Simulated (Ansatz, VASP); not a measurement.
## One calculation of BaY, two programs

Contents of INCAR:

```
SYSTEM = BaY
PREC = Accurate
ENCUT = 520
EDIFF = 1E-8
ISMEAR = -1
SIGMA = 0.03
LREAL = .FALSE.
LASPH = .TRUE.
NELM = 100
ALGO = Normal
ISIF = 2
LWAVE = .FALSE.
LCHARG = .FALSE.
GGA = PS
LEFG = .TRUE.
NBANDS = 18
```

The input KPOINTS:

```
regular mesh
0
G
  11 11 8
  0 0 0
```

The input POSCAR:

```
BaY
1.0
    3.8531774336      0.0000000000      0.0000000000
    0.0000000000      3.8531774336      0.0000000000
    0.0000000000      0.0000000000      5.7794555925
Ba Y
1 1
Direct
    0.0000000000      0.0000000000      0.0000000000
    0.5000000000      0.5000000000      0.5000000000
```

Input for Ansatz:

```yaml
crystal:
  lattice:
    - [3.8531774336, 0.0, 0.0]
    - [0.0, 3.8531774336, 0.0]
    - [0.0, 0.0, 5.7794555925]
  atoms:
    - { symbol: Ba, position: [0.0, 0.0, 0.0] }
    - { symbol: "Y", position: [0.5, 0.5, 0.5] }
kpoints:
  mp_grid: { grid: [11, 11, 8] }
  band_path:
    path:
      - [0.0, 0.0, 0.0]
      - [0.0, 0.5, 0.0]
      - [0.5, 0.5, 0.0]
      - [0.0, 0.0, 0.0]
      - [0.0, 0.0, 0.5]
      - [0.0, 0.5, 0.5]
      - [0.5, 0.5, 0.5]
      - [0.0, 0.0, 0.5]
      - [0.0, 0.5, 0.0]
    npoints: 5
scf:
  occupations: { method: fermi_dirac, width: 0.03 }
hamiltonian:
  xc: pbesol
  pseudopotentials: { kind: paw }
output:
  forces: true
  stress: true
  eigenvalues: true
  efg: { contact_densities: true }
```

Alike in both runs: task electric field gradients; functional PBEsol; k mesh 11 × 11 × 8; occupations fermi-dirac, width 0.03 eV; no spin polarisation.

|  | VASP | Ansatz |
| --- | --- | --- |
| version | VASP 6.6.1 | Ansatz 0.2.0 |
| potentials or method | VASP PAW PBE potentials, release 64 (Ba_sv, Y_sv) | PAW with Ansatz's default frozen-core files, scalar-relativistic |
| plane-wave cutoff (eV) | 520 | 420 |
| valence electrons in the cell | 21 | 21 |

```tsv
	VASP	Ansatz	Ansatz less VASP
gap on the k mesh at the Fermi level (eV)	none	none	-
pressure (GPa)	-1.2	-1.4	-0.13
```

VASP's potentials were made for PBE, not for PBEsol. A gap of «none» marks a metal or a gap that the smearing closes. The functional is the same, so the differences come from potentials, cutoffs and numerics.

Spin-orbit coupling is off throughout.
